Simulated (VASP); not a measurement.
# W (Fm-3m) in VASP: notebook

Runs on W. Level: PBE. Tasks: single point.

All numbers are computed with VASP 6.6.1; they aren't measurements. Logs are shortened: lines on timing, memory, paths and dates and some standing lists are left out, and cuts for length are marked.

## Step 1: The cell of the first run

Symmetry: Fm-3m, No. 225, cubic system. The conventional cell has a = 3.371 Å, b = 3.371 Å, c = 3.371 Å, α = 90.00°, β = 90.00°, γ = 90.00°. Within 3.1 Å of W (site symmetry m-3m) lie 12 W at 2.38 Å.

## Step 2: Single point, PBE

INCAR

```
SYSTEM = W
ALGO = Normal
EDIFF = 1E-6
ENCUT = 520
GGA = PE
ISIF = 2
ISMEAR = -1
LASPH = .TRUE.
LCHARG = .FALSE.
LREAL = .FALSE.
LWAVE = .FALSE.
NBANDS = 13
NELM = 60
PREC = Accurate
SIGMA = 0.05
```

KPOINTS

```
k-points
0
G
  20 20 20
  0 0 0
```

POSCAR

```
W
1.0
    0.0000000000      1.6856236245      1.6856236245
    1.6856236245      0.0000000000      1.6856236245
    1.6856236245      1.6856236245      0.0000000000
W
1
Direct
    0.0000000000      0.0000000000      0.0000000000
```

Potentials or basis: VASP PAW PBE potentials, release 64 (W_sv).

Run with:

```
$ cat potpaw_PBE.64/W_sv/POTCAR > POTCAR
$ mpirun -np 1 vasp_std > vasp.out
```

OUTCAR:

```text
SYSTEM = W
   EDIFF = 1E-6
   ENCUT = 520
   GGA = PE
   ISIF = 2
   ISMEAR = -1
   LASPH = .TRUE.
   LREAL = .FALSE.
   NELM = 60
   PREC = Accurate

 ion  position               nearest neighbor table
   1  0.000  0.000  0.000-

  LATTYP: Found a face centered cubic cell.
 ALAT       =     3.3712472490

  Lattice vectors:

 A1 = (   0.0000000000,   1.6856236245,   1.6856236245)
 A2 = (   1.6856236245,   0.0000000000,   1.6856236245)
 A3 = (   1.6856236245,   1.6856236245,   0.0000000000)

Analysis of symmetry for initial positions (statically):
=====================================================================
 Subroutine PRICEL returns:
 Original cell was already a primitive cell.

 Routine SETGRP: Setting up the symmetry group for a
 face centered cubic supercell.

 Subroutine GETGRP returns: Found 48 space group operations
 (whereof 48 operations were pure point group operations)
 out of a pool of 48 trial point group operations.

The static configuration has the point symmetry O_h .

Analysis of symmetry for dynamics (positions and initial velocities):
=====================================================================
 Subroutine PRICEL returns:
 Original cell was already a primitive cell.

 Routine SETGRP: Setting up the symmetry group for a
 face centered cubic supercell.

 Subroutine GETGRP returns: Found 48 space group operations
 (whereof 48 operations were pure point group operations)
 out of a pool of 48 trial point group operations.

The dynamic configuration has the point symmetry O_h .

 Subroutine INISYM returns: Found 48 space group operations
 (whereof 48 operations are pure point group operations),
 and found     1 'primitive' translations

----------------------------------------------------------------------------------------

                                     Primitive cell

  volume of cell :       9.5788

  direct lattice vectors                    reciprocal lattice vectors
     0.000000000  1.685623625  1.685623625    -0.296626123  0.296626123  0.296626123
     1.685623625  0.000000000  1.685623625     0.296626123 -0.296626123  0.296626123
     1.685623625  1.685623625  0.000000000     0.296626123  0.296626123 -0.296626123

  length of vectors
     2.383831791  2.383831791  2.383831791     0.513771515  0.513771515  0.513771515

  position of ions in fractional coordinates (direct lattice)
     0.000000000  0.000000000  0.000000000

  ion indices of the primitive-cell ions
   primitive index   ion index
                 1           1

----------------------------------------------------------------------------------------

 KPOINTS: k-points

Automatic generation of k-mesh.
 Grid dimensions read from file:
 generate k-points for:   20   20   20

 Generating k-lattice:

  Cartesian coordinates                     Fractional coordinates (reciprocal lattice)
    -0.014831306  0.014831306  0.014831306     0.050000000  0.000000000  0.000000000
     0.014831306 -0.014831306  0.014831306     0.000000000  0.050000000  0.000000000
     0.014831306  0.014831306 -0.014831306     0.000000000  0.000000000  0.050000000

  Length of vectors
     0.025688576  0.025688576  0.025688576

  Shift w.r.t. Gamma in fractional coordinates (k-lattice)
     0.000000000  0.000000000  0.000000000

 Subroutine IBZKPT returns following result:
 ===========================================

 Found    256 irreducible k-points:

 Following reciprocal coordinates:
            Coordinates               Weight
  0.000000  0.000000  0.000000      1.000000
  0.050000  0.000000  0.000000      8.000000
  0.100000  0.000000  0.000000      8.000000
  0.150000  0.000000  0.000000      8.000000
  0.200000  0.000000  0.000000      8.000000
  0.250000  0.000000  0.000000      8.000000
[... 16 lines left out ...]
 -0.400000  0.050000  0.000000     24.000000
 -0.350000  0.050000  0.000000     24.000000
 [... further k-points ...]
   k-points           NKPTS =    256   k-points in BZ     NKDIM =    256   number of bands    NBANDS=     13
   number of dos      NEDOS =    301   number of ions     NIONS =      1
   total plane-waves  NPLWV =   5832
   dimension x,y,z NGX =    18 NGY =   18 NGZ =   18
   dimension x,y,z NGXF=    36 NGYF=   36 NGZF=   36
   ions per type =               1
   NGX,Y,Z   is equivalent  to a cutoff of  12.55, 12.55, 12.55 a.u.
   NGXF,Y,Z  is equivalent  to a cutoff of  25.11, 25.11, 25.11 a.u.
 SYSTEM =  W
   PREC   = accura    normal or accurate (medium, high low for compatibility)
   ISTART =      0    job   : 0-new  1-cont  2-samecut
   ICHARG =      2    charge: 1-file 2-atom 10-const
   ISPIN  =      1    spin polarized calculation?
   LNONCOLLINEAR =      F non collinear calculations
   LSORBIT =      F    spin-orbit coupling
   LASPH  =      T    aspherical Exc in radial PAW
   ENCUT  =  520.0 eV  38.22 Ry    6.18 a.u.   4.43  4.43  4.43*2*pi/ulx,y,z
   NELM   =     60;   NELMIN=  2; NELMDL= -5     # of ELM steps
   EDIFF  = 0.1E-05   stopping-criterion for ELM
   LREAL  =      F    real-space projection
   EDIFFG = 0.1E-04   stopping-criterion for IOM
   NSW    =      0    number of steps for IOM
   IBRION =     -1    ionic relax: 0-MD 1-quasi-New 2-CG
   NFREE  =      0    steps in history (QN), initial steepest desc. (CG)
   ISIF   =      2    stress and relaxation
   ISYM   =      2    0-nonsym 1-usesym 2-fastsym
   POTIM  = 0.5000    time-step for ionic-motion
   TEBEG  =    0.0;   TEEND  =   0.0 temperature during run
   PSTRESS=    0.0 pullay stress
   NELECT =      14.0000    total number of electrons
   NUPDOWN=      -1.0000    fix difference up-down
   EMIN   =  10.00;   EMAX   =-10.00  energy-range for DOS
   EFERMI =   0.00;   METHOD = LEGACY
   ISMEAR =    -1;   SIGMA  =   0.05  broadening in eV -4-tet -1-fermi 0-gaus
   EFERMI_NEDOS =   21; number of points for ismear=-14 and -15
   IALGO  =     38    algorithm
   IMIX   =      4    mixing-type and parameters
     AMIX     =   0.40;   BMIX     =  1.00
     AMIX_MAG =   1.60;   BMIX_MAG =  1.00
  volume/ion in A,a.u.               =       9.58        64.64
  Fermi-wavevector in a.u.,A,eV,Ry     =   1.857862  3.510851 46.962591  3.451653
  Thomas-Fermi vector in A             =   2.906435
   LORBIT       =      0    0 simple, 1 ext, 2 COOP (PROOUT), +10 PAW based schemes
   GGA     = PE    functional components
   LHFCALC =     F    Hartree Fock is set to
   AEXX    =    0.0000 exact exchange contribution
   IVDW    =     0    specifies the selected vdW correction
   LEPSILON=     F    determine dielectric tensor
   LRPA    =     F    only Hartree local field effects (RPA)
 non-spin polarized calculation
  energy-cutoff  :      520.00
  volume of cell :        9.58
 maximum number of plane-waves:       271
 NGX is ok and might be reduce to    18
   NGX =  9   NGY =  9   NGZ =  9

 number of electron      13.9999998 magnetization

 Free energy of the ion-electron system (eV)
  ---------------------------------------------------
  ext. energy  EPLUGINS =         0.00000000
  ---------------------------------------------------
  free energy    TOTEN  =        -6.33849303 eV

  energy without entropy =       -6.33351055  energy(sigma->0) =       -6.33600179

 E-fermi :  19.8537     XC(G=0): -16.7209

 val. band max:       19.8359770193   @ k =   0.2500   0.1500   0.0500
 cond. band min:      19.8862556757   @ k =   0.3500   0.0500   0.0000
 fundamental gap:      0.0502786564
 Fermi energy:        19.8537217537

 k-point     1 :       0.0000    0.0000    0.0000
  band No.  band energies     occupation
      1     -54.1997      2.00000
      2     -15.7157      2.00000
      3     -15.7157      2.00000
      4     -15.7157      2.00000
      5       8.7491      2.00000
      6      17.7159      2.00000
      7      17.7159      2.00000
      8      17.7159      2.00000
      9      24.1478      0.00000
     10      24.1479      0.00000
     11      32.5068      0.00000
     12      40.9355      0.00000
     13      40.9355      0.00000

 k-point     2 :       0.0500    0.0000    0.0000
  band No.  band energies     occupation
      1     -54.1771      2.00000
      2     -15.8919      2.00000
      3     -15.7346      2.00000
      4     -15.7346      2.00000
      5       8.9858      2.00000
      6      17.5437      2.00000
      7      17.8195      2.00000
      8      17.8195      2.00000
      9      24.0017      0.00000
     10      24.0017      0.00000
     11      32.9453      0.00000
     12      40.2009      0.00000
     13      41.3503      0.00000

 k-point     3 :       0.1000    0.0000    0.0000
  band No.  band energies     occupation
      1     -54.1109      2.00000
      2     -16.3876      2.00000
      3     -15.7890      2.00000
      4     -15.7890      2.00000
      5       9.6330      2.00000
      6      17.1384      2.00000
      7      18.0972      2.00000
      8      18.0972      2.00000
      9      23.6510      0.00000
     10      23.6510      0.00000
     11      34.1084      0.00000
     12      38.8353      0.00000
     13      42.5343      0.00000
[... 305 lines left out ...]
 k-point    23 :      -0.4000    0.0500    0.0000
  band No.  band energies     occupation
      1     -53.2758      2.00000
      2     -21.0986      2.00000
      3     -16.5508      2.00000
      4     -16.3696      2.00000
      5      10.8303      2.00000
      6      17.1166      2.00000
      7      17.4270      2.00000
      8      22.5981      0.00000
      9      27.5800      0.00000
     10      29.3292      0.00000
     11      32.9550      0.00000
     12      42.4217      0.00000
     13      46.4826      0.00000

 k-point    24 :      -0.3500    0.0500    0.0000
  band No.  band energies     occupation
      1     -53.3762      2.00000
      2     -20.6197      2.00000
      3     -16.5031      2.00000
      4     -16.2799      2.00000
      5      11.0932      2.00000
      6      17.4696      2.00000
      7      17.7052      2.00000
      8      21.1242      0.00000
      9      26.0552      0.00000
     10      28.2178      0.00000
     11      32.8282      0.00000
     12      44.7722      0.00000
     13      48.1869      0.00000

 [... further k-points ...]

------------------------ aborting loop because EDIFF is reached ----------------------------------------

  FORCE on cell =-STRESS in cart. coord.  units (eV):
  Direction    XX          YY          ZZ          XY          YZ          ZX
  --------------------------------------------------------------------------------------
  -------------------------------------------------------------------------------------
  Total       26.6993531     26.6993531     26.6993531      0.0000000     -0.0000000      0.0000000
  in kB     4465.8023416   4465.8023416   4465.8023416      0.0000000     -0.0000000      0.0000000
  external PRESSURE =    4465.8023416 kB  Pullay stress =       0.0000000 kB

 VOLUME and BASIS-vectors are now :
 -----------------------------------------------------------------------------
  energy-cutoff  :      520.00
  volume of cell :        9.58
      direct lattice vectors                 reciprocal lattice vectors
     0.000000000  1.685623625  1.685623625    -0.296626123  0.296626123  0.296626123
     1.685623625  0.000000000  1.685623625     0.296626123 -0.296626123  0.296626123
     1.685623625  1.685623625  0.000000000     0.296626123  0.296626123 -0.296626123

 POSITION                                       TOTAL-FORCE (eV/Angst)
 -----------------------------------------------------------------------------------
      0.00000      0.00000      0.00000        -0.000000      0.000000      0.000000
 -----------------------------------------------------------------------------------
    total drift:                                0.000000     -0.000000     -0.000000

  FREE ENERGIE OF THE ION-ELECTRON SYSTEM (eV)
  ---------------------------------------------------
  free  energy   TOTEN  =        -6.3384930349 eV

  energy  without entropy=       -6.3335105490  energy(sigma->0) =       -6.33600179
```

Run time: 12 s. Hardware: 1 thread of Intel Xeon 6975P-C (Granite Rapids), shared host; peak memory 0.14 GiB.

What came out:

```
Free energy            : -6.3385 eV
Pressure               : 446.6 GPa
Band gap on the k mesh : zero (band 7 reaches 28.78 eV, above the bottom of band 8 at 17.72 eV)
```

Caveat: spin-orbit coupling is left out, which moves the levels of the heavy elements.

[end of part 1 of 2]
